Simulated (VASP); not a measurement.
# NaI (Fm-3m) in VASP: notebook

The runs below take NaI through single point, with PBE.

All numbers are computed with VASP 6.6.1; they aren't measurements. Logs are shortened: lines on timing, memory, paths and dates and some standing lists are left out, and cuts for length are marked.

## (1) The cell of the first run

It takes space group Fm-3m (No. 225, cubic). The conventional cell has a = 6.462 Å, b = 6.462 Å, c = 6.462 Å, α = 90.00°, β = 90.00°, γ = 90.00°. Na (site symmetry m-3m) has 6 I at 3.23 Å within 4.3 Å. Within 4.3 Å of I (site symmetry m-3m) lie 6 Na at 3.23 Å.

## (2) Single point, PBE (volume scaled by 0.97)

Contents of INCAR:

```
SYSTEM = NaI
PREC = Accurate ; ENCUT = 520
EDIFF = 1E-6 ; ISMEAR = 0
SIGMA = 0.02 ; LREAL = .FALSE.
LASPH = .TRUE. ; NELM = 60
ALGO = Normal ; ISIF = 2
LWAVE = .FALSE. ; LCHARG = .FALSE.
GGA = PE ; NBANDS = 14
```

Contents of KPOINTS:

```
Automatic mesh
0
G
  6 6 6
  0 0 0
```

Contents of POSCAR:

```
NaI
1.0
    0.0000000000      3.2311239336      3.2311239336
    3.2311239336      0.0000000000      3.2311239336
    3.2311239336      3.2311239336      0.0000000000
Na I
1 1
Direct
    0.0000000000      0.0000000000      0.0000000000
    0.5000000000      0.5000000000      0.5000000000
```

Potentials or basis: VASP PAW PBE potentials, release 64 (Na_pv, I).

The run is started by

```bash
$ cat potpaw_PBE.64/Na_pv/POTCAR potpaw_PBE.64/I/POTCAR > POTCAR
$ mpirun -np 1 vasp_std > vasp.out
```

OUTCAR:

```text
SYSTEM = NaI
   PREC = Accurate
   ENCUT = 520
   EDIFF = 1E-6
   ISMEAR = 0
   LREAL = .FALSE.
   LASPH = .TRUE.
   NELM = 60
   ISIF = 2
   GGA = PE

 ion  position               nearest neighbor table
   1  0.000  0.000  0.000-
   2  0.500  0.500  0.500-

  LATTYP: Found a face centered cubic cell.
 ALAT       =     6.4622478672

  Lattice vectors:

 A1 = (   0.0000000000,   3.2311239336,   3.2311239336)
 A2 = (   3.2311239336,   0.0000000000,   3.2311239336)
 A3 = (   3.2311239336,   3.2311239336,   0.0000000000)

Analysis of symmetry for initial positions (statically):
=====================================================================
 Subroutine PRICEL returns:
 Original cell was already a primitive cell.

 Routine SETGRP: Setting up the symmetry group for a
 face centered cubic supercell.

 Subroutine GETGRP returns: Found 48 space group operations
 (whereof 48 operations were pure point group operations)
 out of a pool of 48 trial point group operations.

The static configuration has the point symmetry O_h .

Analysis of symmetry for dynamics (positions and initial velocities):
=====================================================================
 Subroutine PRICEL returns:
 Original cell was already a primitive cell.

 Routine SETGRP: Setting up the symmetry group for a
 face centered cubic supercell.

 Subroutine GETGRP returns: Found 48 space group operations
 (whereof 48 operations were pure point group operations)
 out of a pool of 48 trial point group operations.

The dynamic configuration has the point symmetry O_h .

 Subroutine INISYM returns: Found 48 space group operations
 (whereof 48 operations are pure point group operations),
 and found     1 'primitive' translations

----------------------------------------------------------------------------------------

                                     Primitive cell

  volume of cell :      67.4669

  direct lattice vectors                    reciprocal lattice vectors
     0.000000000  3.231123934  3.231123934    -0.154744915  0.154744915  0.154744915
     3.231123934  0.000000000  3.231123934     0.154744915 -0.154744915  0.154744915
     3.231123934  3.231123934  0.000000000     0.154744915  0.154744915 -0.154744915

  length of vectors
     4.569499289  4.569499289  4.569499289     0.268026056  0.268026056  0.268026056

  position of ions in fractional coordinates (direct lattice)
     0.000000000  0.000000000  0.000000000
     0.500000000  0.500000000  0.500000000

  ion indices of the primitive-cell ions
   primitive index   ion index
                 1           1
                 2           2

----------------------------------------------------------------------------------------

 KPOINTS: Automatic mesh

Automatic generation of k-mesh.
 Grid dimensions read from file:
 generate k-points for:    6    6    6

 Generating k-lattice:

  Cartesian coordinates                     Fractional coordinates (reciprocal lattice)
    -0.025790819  0.025790819  0.025790819     0.166666667  0.000000000  0.000000000
     0.025790819 -0.025790819  0.025790819     0.000000000  0.166666667  0.000000000
     0.025790819  0.025790819 -0.025790819     0.000000000  0.000000000  0.166666667

  Length of vectors
     0.044671009  0.044671009  0.044671009

  Shift w.r.t. Gamma in fractional coordinates (k-lattice)
     0.000000000  0.000000000  0.000000000

 Subroutine IBZKPT returns following result:
 ===========================================

 Found     16 irreducible k-points:

 Following reciprocal coordinates:
            Coordinates               Weight
  0.000000  0.000000  0.000000      1.000000
  0.166667  0.000000  0.000000      8.000000
  0.333333  0.000000  0.000000      8.000000
  0.500000  0.000000  0.000000      4.000000
  0.166667  0.166667  0.000000      6.000000
  0.333333  0.166667  0.000000     24.000000
[... 8 lines left out ...]
 -0.333333  0.333333  0.166667     24.000000
 -0.333333  0.500000  0.166667     12.000000
   k-points           NKPTS =     16   k-points in BZ     NKDIM =     16   number of bands    NBANDS=     14
   number of dos      NEDOS =    301   number of ions     NIONS =      2
   total plane-waves  NPLWV =  46656
   dimension x,y,z NGX =    36 NGY =   36 NGZ =   36
   dimension x,y,z NGXF=    72 NGYF=   72 NGZF=   72
   ions per type =               1   1
   NGX,Y,Z   is equivalent  to a cutoff of  13.10, 13.10, 13.10 a.u.
   NGXF,Y,Z  is equivalent  to a cutoff of  26.19, 26.19, 26.19 a.u.
 SYSTEM =  NaI
   PREC   = accura    normal or accurate (medium, high low for compatibility)
   ISTART =      0    job   : 0-new  1-cont  2-samecut
   ICHARG =      2    charge: 1-file 2-atom 10-const
   ISPIN  =      1    spin polarized calculation?
   LNONCOLLINEAR =      F non collinear calculations
   LSORBIT =      F    spin-orbit coupling
   LASPH  =      T    aspherical Exc in radial PAW
   ENCUT  =  520.0 eV  38.22 Ry    6.18 a.u.   8.50  8.50  8.50*2*pi/ulx,y,z
   NELM   =     60;   NELMIN=  2; NELMDL= -5     # of ELM steps
   EDIFF  = 0.1E-05   stopping-criterion for ELM
   LREAL  =      F    real-space projection
   EDIFFG = 0.1E-04   stopping-criterion for IOM
   NSW    =      0    number of steps for IOM
   IBRION =     -1    ionic relax: 0-MD 1-quasi-New 2-CG
   NFREE  =      0    steps in history (QN), initial steepest desc. (CG)
   ISIF   =      2    stress and relaxation
   ISYM   =      2    0-nonsym 1-usesym 2-fastsym
   POTIM  = 0.5000    time-step for ionic-motion
   TEBEG  =    0.0;   TEEND  =   0.0 temperature during run
   PSTRESS=    0.0 pullay stress
   NELECT =      14.0000    total number of electrons
   NUPDOWN=      -1.0000    fix difference up-down
   EMIN   =  10.00;   EMAX   =-10.00  energy-range for DOS
   EFERMI =   0.00;   METHOD = LEGACY
   ISMEAR =     0;   SIGMA  =   0.02  broadening in eV -4-tet -1-fermi 0-gaus
   EFERMI_NEDOS =   21; number of points for ismear=-14 and -15
   IALGO  =     38    algorithm
   IMIX   =      4    mixing-type and parameters
     AMIX     =   0.40;   BMIX     =  1.00
     AMIX_MAG =   1.60;   BMIX_MAG =  1.00
  volume/ion in A,a.u.               =      33.73       227.64
  Fermi-wavevector in a.u.,A,eV,Ry     =   0.969216  1.831553 12.781035  0.939380
  Thomas-Fermi vector in A             =   2.099250
   LORBIT       =      0    0 simple, 1 ext, 2 COOP (PROOUT), +10 PAW based schemes
   GGA     = PE    functional components
   LHFCALC =     F    Hartree Fock is set to
   AEXX    =    0.0000 exact exchange contribution
   IVDW    =     0    specifies the selected vdW correction
   LEPSILON=     F    determine dielectric tensor
   LRPA    =     F    only Hartree local field effects (RPA)
 non-spin polarized calculation
 Gauss-broadening in eV      SIGMA  =   0.02
  energy-cutoff  :      520.00
  volume of cell :       67.47
 maximum number of plane-waves:      1853
 NGX is ok and might be reduce to    36
   NGX = 17   NGY = 17   NGZ = 17

 number of electron      13.9999994 magnetization

 Free energy of the ion-electron system (eV)
  ---------------------------------------------------
  ext. energy  EPLUGINS =         0.00000000
  ---------------------------------------------------
  free energy    TOTEN  =        -5.38392984 eV

  energy without entropy =       -5.38392984  energy(sigma->0) =       -5.38392984

 E-fermi :   0.9405     XC(G=0):  -7.7245

 val. band max:        0.8406806566   @ k =   0.0000   0.0000   0.0000
 cond. band min:       4.4942144255   @ k =   0.0000   0.0000   0.0000
 fundamental gap:      3.6535337689
 Fermi energy:         0.9404594381

 k-point     1 :       0.0000    0.0000    0.0000
  band No.  band energies     occupation
      1     -21.5932      2.00000
      2     -21.5932      2.00000
      3     -21.5932      2.00000
      4     -10.1895      2.00000
      5       0.8407      2.00000
      6       0.8407      2.00000
      7       0.8407      2.00000
      8       4.4942      0.00000
      9       8.7704      0.00000
     10       8.7704      0.00000
     11       8.7704      0.00000
     12      10.5967      0.00000
     13      10.5967      0.00000
     14      11.2789      0.00000

 k-point     2 :       0.1667    0.0000    0.0000
  band No.  band energies     occupation
      1     -21.5945      2.00000
      2     -21.5932      2.00000
      3     -21.5932      2.00000
      4     -10.1145      2.00000
      5       0.1017      2.00000
      6       0.7647      2.00000
      7       0.7647      2.00000
      8       5.3081      0.00000
      9       8.2898      0.00000
     10       8.9617      0.00000
     11       8.9617      0.00000
     12      10.0886      0.00000
     13      10.0886      0.00000
     14      11.6665      0.00000

 k-point     3 :       0.3333    0.0000    0.0000
  band No.  band energies     occupation
      1     -21.5972      2.00000
      2     -21.5934      2.00000
      3     -21.5934      2.00000
      4      -9.9555      2.00000
      5      -0.9350      2.00000
      6       0.6229      2.00000
      7       0.6229      2.00000
      8       5.9488      0.00000
      9       8.5453      0.00000
     10       8.5453      0.00000
     11       8.8583      0.00000
     12      10.9957      0.00000
     13      11.1314      0.00000
     14      11.1314      0.00000

 k-point     4 :       0.5000    0.0000    0.0000
  band No.  band energies     occupation
      1     -21.5986      2.00000
      2     -21.5935      2.00000
      3     -21.5935      2.00000
      4      -9.8709      2.00000
      5      -1.3569      2.00000
      6       0.5564      2.00000
      7       0.5564      2.00000
      8       5.9350      0.00000
      9       8.2892      0.00000
     10       8.2892      0.00000
     11       9.6068      0.00000
     12      11.1585      0.00000
     13      13.1188      0.00000
     14      13.1188      0.00000

 k-point     5 :       0.1667    0.1667    0.0000
  band No.  band energies     occupation
      1     -21.5943      2.00000
      2     -21.5936      2.00000
      3     -21.5936      2.00000
      4     -10.0910      2.00000
      5       0.1079      2.00000
      6       0.6268      2.00000
      7       0.6268      2.00000
      8       5.5939      0.00000
      9       7.7701      0.00000
     10       8.8896      0.00000
     11       9.3893      0.00000
[... 140 lines left out ...]
 k-point    14 :       0.5000    0.3333    0.1667
  band No.  band energies     occupation
      1     -21.5968      2.00000
      2     -21.5950      2.00000
      3     -21.5940      2.00000
      4      -9.8597      2.00000
      5      -0.8535      2.00000
      6      -0.0809      2.00000
      7       0.3280      2.00000
      8       6.7691      0.00000
      9       7.5795      0.00000
     10       7.8471      0.00000
     11       9.8703      0.00000
     12      10.9679      0.00000
     13      13.0218      0.00000
     14      13.7655      0.00000

 k-point    15 :      -0.3333    0.3333    0.1667
  band No.  band energies     occupation
      1     -21.5970      2.00000
      2     -21.5954      2.00000
      3     -21.5943      2.00000
      4      -9.8064      2.00000
      5      -0.8904      2.00000
      6      -0.3400      2.00000
      7       0.1891      2.00000
      8       6.8678      0.00000
      9       7.4913      0.00000
     10       8.7238      0.00000
     11       9.3562      0.00000
     12      11.2869      0.00000
     13      12.6240      0.00000
     14      13.7904      0.00000

 k-point    16 :      -0.3333    0.5000    0.1667
  band No.  band energies     occupation
      1     -21.5966      2.00000
      2     -21.5954      2.00000
      3     -21.5950      2.00000
      4      -9.7865      2.00000
      5      -0.8414      2.00000
      6      -0.2727      2.00000
      7      -0.0543      2.00000
      8       6.2042      0.00000
      9       7.3384      0.00000
     10       9.4200      0.00000
     11       9.4794      0.00000
     12      12.4791      0.00000
     13      13.3199      0.00000
     14      13.4963      0.00000

------------------------ aborting loop because EDIFF is reached ----------------------------------------

  FORCE on cell =-STRESS in cart. coord.  units (eV):
  Direction    XX          YY          ZZ          XY          YZ          ZX
  --------------------------------------------------------------------------------------
  -------------------------------------------------------------------------------------
  Total        0.2226096      0.2226096      0.2226096      0.0000000     -0.0000000      0.0000000
  in kB        5.2864436      5.2864436      5.2864436      0.0000000     -0.0000000      0.0000000
  external PRESSURE =       5.2864436 kB  Pullay stress =       0.0000000 kB

 VOLUME and BASIS-vectors are now :
 -----------------------------------------------------------------------------
  energy-cutoff  :      520.00
  volume of cell :       67.47
      direct lattice vectors                 reciprocal lattice vectors
     0.000000000  3.231123934  3.231123934    -0.154744915  0.154744915  0.154744915
     3.231123934  0.000000000  3.231123934     0.154744915 -0.154744915  0.154744915
     3.231123934  3.231123934  0.000000000     0.154744915  0.154744915 -0.154744915

 POSITION                                       TOTAL-FORCE (eV/Angst)
 -----------------------------------------------------------------------------------
      0.00000      0.00000      0.00000         0.000000     -0.000000     -0.000000
      3.23112      3.23112      3.23112        -0.000000      0.000000      0.000000
 -----------------------------------------------------------------------------------
    total drift:                                0.000000      0.000000      0.000000

  FREE ENERGIE OF THE ION-ELECTRON SYSTEM (eV)
  ---------------------------------------------------
  free  energy   TOTEN  =        -5.3839298367 eV

  energy  without entropy=       -5.3839298367  energy(sigma->0) =       -5.38392984
```

It took 8.7 s on 1 thread of Intel Xeon Platinum 8488C (Sapphire Rapids), shared host; peak memory 0.2 GiB.

What came out:

| Quantity | Value |
| --- | --- |
| Free energy | -5.3839 eV |
| Pressure | 0.5 GPa |
| Band gap on the k mesh | 3.65 eV, direct |

Levels at points of the mesh, in eV from the valence-band top:
```csv
k point,band 5,band 6,band 7,band 8,band 9,band 10
"(0.00, 0.00, 0.00)",0.00,0.00,0.00,3.65,7.93,7.93
"(0.50, 0.00, 0.00)",-2.20,-0.28,-0.28,5.09,7.45,7.45
"(0.50, 0.50, 0.00)",-1.92,-0.75,-0.75,4.50,5.55,9.90
```

Caveat: spin-orbit coupling is left out, which moves the levels of the heavy elements.

## (3) Single point, PBE (volume scaled by 1.03)

Contents of INCAR:

```
PREC     = Accurate       # precision mode
ENCUT    = 520            # plane-wave cutoff, eV
EDIFF    = 1E-6           # SCF threshold, eV
ISMEAR   = 0              # smearing method
SIGMA    = 0.02           # smearing width, eV
LREAL    = False          # projectors in reciprocal space
LASPH    = True           # aspherical terms in the spheres
NELM     = 80             # most SCF steps
ALGO     = Normal         # electronic algorithm
ISIF     = 2              # what is computed and relaxed
LWAVE    = False          # write WAVECAR
LCHARG   = False          # write CHGCAR
GGA      = PE             # functional
NBANDS   = 14             # bands
```

Contents of KPOINTS:

```
regular mesh
0
Gamma
  6 6 6
```

Contents of POSCAR:

```
NaI
1.0
    0.0000000000      3.2964167559      3.2964167559
    3.2964167559      0.0000000000      3.2964167559
    3.2964167559      3.2964167559      0.0000000000
Na I
1 1
Direct
    0.0000000000      0.0000000000      0.0000000000
    0.5000000000      0.5000000000      0.5000000000
```

Potentials or basis: VASP PAW PBE potentials, release 64 (Na_pv, I).

The run is started by

```bash
$ cat potpaw_PBE.64/Na_pv/POTCAR potpaw_PBE.64/I/POTCAR > POTCAR
$ mpirun -np 1 vasp_std > vasp.out
```

Run time: 9.6 s. Hardware: 1 thread of Intel Xeon Platinum 8488C (Sapphire Rapids), shared host; peak memory 0.2 GiB.

Results (log left out):

- Free energy: -5.3850 eV
- Pressure: -0.4 GPa
- Band gap on the k mesh: 3.50 eV, direct

Levels at points of the mesh, in eV from the valence-band top:
```csv
k point,band 4,band 5,band 6,band 7,band 8,band 9,band 10,band 11
"(0.00, 0.00, 0.00)",-10.88,0.00,0.00,0.00,3.50,7.92,7.92,7.92
"(0.50, 0.00, 0.00)",-10.62,-1.99,-0.25,-0.25,5.08,7.39,7.39,8.33
"(0.50, 0.50, 0.00)",-10.55,-1.73,-0.67,-0.67,4.45,5.65,9.53,10.97
```

Caveat: spin-orbit coupling is left out, which moves the levels of the heavy elements.

## (4) Single point, PBE (volume scaled by 1.06)

Contents of INCAR:

```
PREC = Accurate
ENCUT = 520
EDIFF = 1E-7
ISMEAR = 0
SIGMA = 0.02
LREAL = F
LASPH = T
NELM = 100
ALGO = Normal
ISIF = 2
LWAVE = F
LCHARG = T
GGA = PE
LELF = T
LVHAR = T
NBANDS = 14
```

KPOINTS is that of step 3.

Contents of POSCAR:

```
NaI
1.0
    0.0000000000      3.3281150154      3.3281150154
    3.3281150154      0.0000000000      3.3281150154
    3.3281150154      3.3281150154      0.0000000000
Na I
1 1
Direct
    0.0000000000      0.0000000000      0.0000000000
    0.5000000000      0.5000000000      0.5000000000
```

The run is started by

```bash
$ cat potpaw_PBE.64/Na_pv/POTCAR potpaw_PBE.64/I/POTCAR > POTCAR
$ mpirun -np 1 vasp_std > vasp.out
```

Run time: 12 s. Hardware: 1 thread of Intel Xeon Platinum 8488C (Sapphire Rapids), shared host; peak memory 0.21 GiB.

The run converged. Its results:

```
Free energy            : -5.3775 eV
Pressure               : -0.8 GPa
Band gap on the k mesh : 3.43 eV, direct
```

Levels at points of the mesh, in eV from the valence-band top:
```tsv
k point	band 5	band 6	band 7	band 8	band 9	band 10
(0.00, 0.00, 0.00)	0.00	0.00	0.00	3.43	7.92	7.92
(0.50, 0.00, 0.00)	-1.90	-0.23	-0.23	5.06	7.36	7.36
(0.50, 0.50, 0.00)	-1.64	-0.64	-0.64	4.42	5.69	9.35
```

Caveat: spin-orbit coupling is left out, which moves the levels of the heavy elements.

## (5) Summary

```tsv
cell	gap on the mesh (eV)	pressure (GPa)
a = 4.569 Å, angles 60.0°, 2 atoms	3.65	0.5
a = 4.662 Å, angles 60.0°, 2 atoms	3.50	-0.4
a = 4.707 Å, angles 60.0°, 2 atoms	3.43	-0.8
```

Alike in all rows: task single point; level PBE; potentials or basis VASP PAW PBE potentials, release 64 (Na_pv, I); no spin polarisation; k mesh 6 × 6 × 6; cutoff (eV) 520; smearing gaussian 0.02 eV.

Caveats: spin-orbit coupling is left out, which moves the levels of the heavy elements.

Total energies depend on the potentials used, so only differences within one code and one set of settings carry meaning.
